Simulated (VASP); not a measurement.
## NaCl (pbesol): single point with PBEsol

The system is NaCl (pbesol).

```
CELL_PARAMETERS angstrom
0.00000 2.57312 2.57312
2.57312 0.00000 2.57312
2.57312 2.57312 0.00000
ATOMIC_POSITIONS crystal
Na 0.00000 0.00000 0.00000
Cl 0.50000 0.50000 0.50000
```

```json
{
  "Program": "VASP 6.6.1",
  "Task": "single point",
  "Functional": "PBEsol",
  "Potentials or basis": "VASP PAW PBE potentials, release 64 (Na_pv, Cl)",
  "Cutoff": "520 eV",
  "k mesh": "8 × 8 × 8",
  "Occupations": "gaussian, width 0.02 eV",
  "Spin": "no spin polarisation",
  "Dipole correction": "no",
  "Further INCAR settings": "ALGO = Normal; EDIFF = 1e-06; NBANDS = 14"
}
```

```
Pressure               : 12.2 GPa
Band gap on the k mesh : 6.18 eV, direct
```

Levels at points of the mesh, in eV from the valence-band top:
```
           k point  band 3  band 4  band 5  band 6  band 7  band 8  band 9  band 10  band 11  band 12
(0.00, 0.00, 0.00)  -20.32  -13.47    0.00    0.00    0.00    6.18   11.13    11.13    11.13    13.76
(0.50, 0.00, 0.00)  -20.33  -12.70   -2.99   -0.48   -0.48    7.47   11.44    11.44    12.87    16.73
(0.50, 0.50, 0.00)  -20.35  -12.66   -2.58   -0.93   -0.93    7.44    8.16    13.26    16.21    17.24
```

It used 18 s of CPU time on 1 thread of AMD EPYC 7R13 Processor (Zen 3), on a shared host.

Caveat: the PAW data sets were made with another functional, which shifts forces and pressure a little. As with any semilocal functional, this PBEsol gap is likely too small.
